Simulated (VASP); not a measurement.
# LuGa2Os2 (I4/mmm) in VASP: single point with RPBE

Aim: the single point of LuGa2Os2 with RPBE.

Everything below comes from runs of VASP 6.6.1. Logs are shortened: lines on timing, memory, paths and dates and some standing lists are left out, and cuts for length are marked.

### Step 1. The cell of the first run

Symmetry: I4/mmm, No. 139, tetragonal system. Conventional cell: a = 4.236 Å, b = 4.236 Å, c = 9.843 Å, α = 90.00°, β = 90.00°, γ = 90.00°. Os (site symmetry -4m2) has 4 Ga at 2.45 Å and 4 Os at 2.99 Å and 4 Lu at 3.25 Å within 3.3 Å. Within 4.3 Å of Lu (site symmetry 4/mmm) lie 10 Ga at 3.24 to 3.69 Å and 8 Os at 3.25 Å and 4 Lu at 4.24 Å. Within 3.3 Å of Ga (site symmetry 4mm) lie 4 Os at 2.45 Å and 1 Ga at 2.46 Å and 4 Lu at 3.24 Å.

### Step 2. Single point, RPBE

The input, INCAR:

```
PREC = Accurate
ENCUT = 560
EDIFF = 1E-6
ISMEAR = -5
SIGMA = 0.1
LREAL = F
LASPH = T
NELM = 120
ALGO = Normal
ISIF = 2
LWAVE = F
LCHARG = F
GGA = RP
NBANDS = 50
GGA_COMPAT = F
```

The input, KPOINTS:

```
regular mesh
0
Gamma
  5 5 5
```

The input, POSCAR:

```
LuGa2Os2
1.0
    0.0000000000      4.2355470000      0.0000000000
    4.2355470000      0.0000000000      0.0000000000
    2.1177740000      2.1177740000     -4.9213030000
Os Lu Ga
2 1 2
Direct
    0.7500000000      0.2500000000      0.5000000000
    0.2500000000      0.7500000000      0.5000000000
    0.0000000000      0.0000000000      0.0000000000
    0.3750000000      0.3750000000      0.2500000000
    0.6250000000      0.6250000000      0.7500000000
```

Potentials or basis: VASP PAW PBE potentials, release 64 (Os_sv_GW, Lu, Ga_d).

The run is started by

```console
cat potpaw_PBE.64/Os_sv_GW/POTCAR potpaw_PBE.64/Lu/POTCAR potpaw_PBE.64/Ga_d/POTCAR > POTCAR
mpirun -np 1 vasp_std > vasp.out
```

OUTCAR:

```text
PREC = Accurate
   ENCUT = 560
   EDIFF = 1E-6
   ISMEAR = -5
   LREAL = F
   LASPH = T
   NELM = 120
   ISIF = 2
   GGA = RP

 ion  position               nearest neighbor table
   1  0.750  0.250  0.500-   4 2.45   5 2.45   5 2.45   4 2.45   2 2.99   2 2.99   2 2.99   2 2.99
                             3 3.25   3 3.25   3 3.25   3 3.25
   2  0.250  0.750  0.500-   4 2.45   5 2.45   5 2.45   4 2.45   1 2.99   1 2.99   1 2.99   1 2.99
                             3 3.25   3 3.25   3 3.25   3 3.25
   3  0.000  0.000  0.000-   5 3.24   4 3.24   5 3.24   4 3.24   4 3.24   5 3.24   5 3.24   4 3.24
                             1 3.25   2 3.25   2 3.25   1 3.25   2 3.25   1 3.25   2 3.25   1 3.25
   4  0.375  0.375  0.250-   2 2.45   1 2.45   1 2.45   2 2.45   5 2.46   3 3.24   3 3.24   3 3.24
                             3 3.24
   5  0.625  0.625  0.750-   2 2.45   1 2.45   1 2.45   2 2.45   4 2.46   3 3.24   3 3.24   3 3.24
                             3 3.24

  LATTYP: Found a body centered tetragonal cell.
 ALAT       =     4.2355470000
 C/A-ratio  =     2.3238098881

  Lattice vectors:

 A1 = (  -2.1177740000,   2.1177730000,   4.9213030000)
 A2 = (   2.1177730000,  -2.1177740000,   4.9213030000)
 A3 = (   2.1177740000,   2.1177740000,  -4.9213030000)

Analysis of symmetry for initial positions (statically):
=====================================================================
 Subroutine PRICEL returns:
 Original cell was already a primitive cell.

 Routine SETGRP: Setting up the symmetry group for a
 body centered tetragonal supercell.

 Subroutine GETGRP returns: Found 16 space group operations
 (whereof 16 operations were pure point group operations)
 out of a pool of 16 trial point group operations.

The static configuration has the point symmetry D_4h.

Analysis of symmetry for dynamics (positions and initial velocities):
=====================================================================
 Subroutine PRICEL returns:
 Original cell was already a primitive cell.

 Routine SETGRP: Setting up the symmetry group for a
 body centered tetragonal supercell.

 Subroutine GETGRP returns: Found 16 space group operations
 (whereof 16 operations were pure point group operations)
 out of a pool of 16 trial point group operations.

The dynamic configuration has the point symmetry D_4h.

 Subroutine INISYM returns: Found 16 space group operations
 (whereof 16 operations are pure point group operations),
 and found     1 'primitive' translations

[... 88 lines left out ...]
   ICHARG =      2    charge: 1-file 2-atom 10-const
   ISPIN  =      1    spin polarized calculation?
   LNONCOLLINEAR =      F non collinear calculations
   LSORBIT =      F    spin-orbit coupling
   LASPH  =      T    aspherical Exc in radial PAW
   ENCUT  =  560.0 eV  41.16 Ry    6.42 a.u.   8.17  8.17 11.12*2*pi/ulx,y,z
   NELM   =    120;   NELMIN=  2; NELMDL= -5     # of ELM steps
   EDIFF  = 0.1E-05   stopping-criterion for ELM
   LREAL  =      F    real-space projection
[... 7 lines left out ...]
   TEBEG  =    0.0;   TEEND  =   0.0 temperature during run
   PSTRESS=    0.0 pullay stress
   NELECT =      83.0000    total number of electrons
   NUPDOWN=      -1.0000    fix difference up-down
   EMIN   =  10.00;   EMAX   =-10.00  energy-range for DOS
   EFERMI =   0.00;   METHOD = LEGACY
   ISMEAR =    -5;   SIGMA  =   0.10  broadening in eV -4-tet -1-fermi 0-gaus
   EFERMI_NEDOS =   21; number of points for ismear=-14 and -15
   IALGO  =     38    algorithm
   IMIX   =      4    mixing-type and parameters
     AMIX     =   0.40;   BMIX     =  1.00
     AMIX_MAG =   1.60;   BMIX_MAG =  1.00
  volume/ion in A,a.u.               =      17.66       119.16
  Fermi-wavevector in a.u.,A,eV,Ry     =   1.603742  3.030633 34.994025  2.571988
  Thomas-Fermi vector in A             =   2.700357
   LORBIT       =      0    0 simple, 1 ext, 2 COOP (PROOUT), +10 PAW based schemes
   GGA     = RP    functional components
   LHFCALC =     F    Hartree Fock is set to
   AEXX    =    0.0000 exact exchange contribution
   IVDW    =     0    specifies the selected vdW correction
   LEPSILON=     F    determine dielectric tensor
   LRPA    =     F    only Hartree local field effects (RPA)
 non-spin polarized calculation
 Fermi weights with tetrahedron method with Bloechl corrections
  energy-cutoff  :      560.00
  volume of cell :       88.29
 maximum number of plane-waves:      2691
 NGX is ok and might be reduce to    36
   NGX = 17   NGY = 17   NGZ = 23

 number of electron      83.0000006 magnetization

 Free energy of the ion-electron system (eV)
  ---------------------------------------------------
  ext. energy  EPLUGINS =         0.00000000
  ---------------------------------------------------
  free energy    TOTEN  =       -32.87104050 eV

  energy without entropy =      -32.87104050  energy(sigma->0) =      -32.87104050

 E-fermi :   7.0550     XC(G=0): -12.2517

 val. band max:        7.1188131588   @ k =   0.0000   0.0000   0.0000
 cond. band min:       7.0624050580   @ k =  -0.4000   0.4000   0.0000
 fundamental gap:     -0.0564081007
 Fermi energy:         7.0550037977

 k-point     1 :       0.0000    0.0000    0.0000
  band No.  band energies     occupation
      1     -78.2414      2.00000
      2     -78.2252      2.00000
      3     -49.2093      2.00000
      4     -37.8077      2.00000
      5     -37.8077      2.00000
      6     -37.6205      2.00000
[... 943 lines left out ...]
     49      11.4756      0.00000
     50      12.6869      0.00000

------------------------ aborting loop because EDIFF is reached ----------------------------------------

  FORCE on cell =-STRESS in cart. coord.  units (eV):
  Direction    XX          YY          ZZ          XY          YZ          ZX
  --------------------------------------------------------------------------------------
  -------------------------------------------------------------------------------------
  Total        2.5624331      2.5624331      4.2347592      0.0000000     -0.0000004     -0.0000004
  in kB       46.5011831     46.5011831     76.8493471      0.0000000     -0.0000078     -0.0000078
  external PRESSURE =      56.6172377 kB  Pullay stress =       0.0000000 kB

 VOLUME and BASIS-vectors are now :
 -----------------------------------------------------------------------------
  energy-cutoff  :      560.00
  volume of cell :       88.29
      direct lattice vectors                 reciprocal lattice vectors
     0.000000000  4.235547000  0.000000000     0.000000000  0.236097014  0.101599133
     4.235547000  0.000000000  0.000000000     0.236097014  0.000000000  0.101599133
     2.117774000  2.117774000 -4.921303000     0.000000000  0.000000000 -0.203198218

 POSITION                                       TOTAL-FORCE (eV/Angst)
 -----------------------------------------------------------------------------------
      2.11777      4.23555     -2.46065         0.000000     -0.000000      0.000000
      4.23555      2.11777     -2.46065        -0.000000      0.000000      0.000000
      0.00000      0.00000      0.00000         0.000000      0.000000      0.000000
      2.11777      2.11777     -1.23033        -0.000000     -0.000000      0.787235
      4.23555      4.23555     -3.69098         0.000000      0.000000     -0.787235
 -----------------------------------------------------------------------------------
    total drift:                               -0.000000      0.000000     -0.000000

  FREE ENERGIE OF THE ION-ELECTRON SYSTEM (eV)
  ---------------------------------------------------
  free  energy   TOTEN  =       -32.8710405028 eV

  energy  without entropy=      -32.8710405028  energy(sigma->0) =      -32.87104050
```

It took 94 s on 1 thread of Intel Xeon Platinum 8375C at 2.90GHz (Ice Lake), shared host; peak memory 0.29 GiB.

What came out:

```
Free energy            : -32.8710 eV
Pressure               : 5.7 GPa
Largest force          : 0.787 eV/Å
Band gap on the k mesh : zero (an odd number of electrons rules out a gap without spin polarisation)
```

Forces in eV/Å, atoms in the order of the input:
```
Os   0.000  0.000  0.000
Os   0.000  0.000  0.000
Lu   0.000  0.000  0.000
Ga   0.000  0.000  0.787
Ga   0.000  0.000 -0.787
```

Stress tensor (GPa, compression positive):
```
4.65 0.00 0.00
0.00 4.65 0.00
0.00 0.00 7.68
```

Caveat: the cell stands under pressure; the PAW data sets were made with another functional, which shifts forces and pressure a little; spin-orbit coupling is left out, which moves the levels of the heavy elements; tetrahedron occupations give inexact forces and stress in metals.
